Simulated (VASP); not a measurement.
Here is a VASP 6.6.1 calculation.

The input INCAR:

```
ALGO = Normal ; EDIFF = 1E-6
EDIFFG = -0.04 ; ENCUT = 600
GGA = PE ; IBRION = 2
ISIF = 3 ; ISMEAR = 0
LASPH = True ; LCHARG = False
LREAL = False ; LWAVE = False
NELM = 60 ; NSW = 90
PREC = Accurate ; SIGMA = 0.1
```

File KPOINTS:

```
k-points
0
Gamma
  4 4 8
```

POSCAR

```
AlP5
1.0
    7.1156939995      0.0000000000      0.0000000000
    0.0000000000      7.1156939995      0.0000000000
    0.0000000000      0.0000000000      2.2821384957
Al P
1 5
Direct
    0.5000000000      0.5000000000      0.0000000000
    0.7641419067      0.7641419067      0.0000000000
    0.2358580933      0.2358580933      0.0000000000
    0.2358580933      0.7641419067      0.0000000000
    0.7641419067      0.2358580933      0.0000000000
    0.0000000000      0.0000000000      0.0000000000
```

Potentials or basis: VASP PAW PBE potentials, release 64 (Al, P).

Launch:

```sh
$ cat potpaw_PBE.64/Al/POTCAR potpaw_PBE.64/P/POTCAR > POTCAR
$ mpirun -np 1 vasp_std > vasp.out
```

Estimate the relaxed volume.

19.19 Å³/atom.

What does it give for the space group after relaxing (to 0.1 Å)?

P4/mmm (No. 123).

The path:
```tsv
step	energy change (eV)	largest force (eV/Å)	pressure (GPa)	volume (Å³)
1	0.0000	0.0547	2.32	115.55
2	-0.0019	0.1253	-3.37	120.13
3	-0.0909	0.1028	-0.79	117.79
4	-0.0909	0.1017	-0.74	117.75
5	-0.0982	0.1189	-0.24	116.47
6	-0.1004	0.1287	0.25	115.31
7	-0.1034	0.0600	0.07	115.27
8	-0.1041	0.0106	-0.06	115.24
9	-0.1041	0.0080	0.17	115.08
10	-0.1043	0.0018	0.05	115.16
```
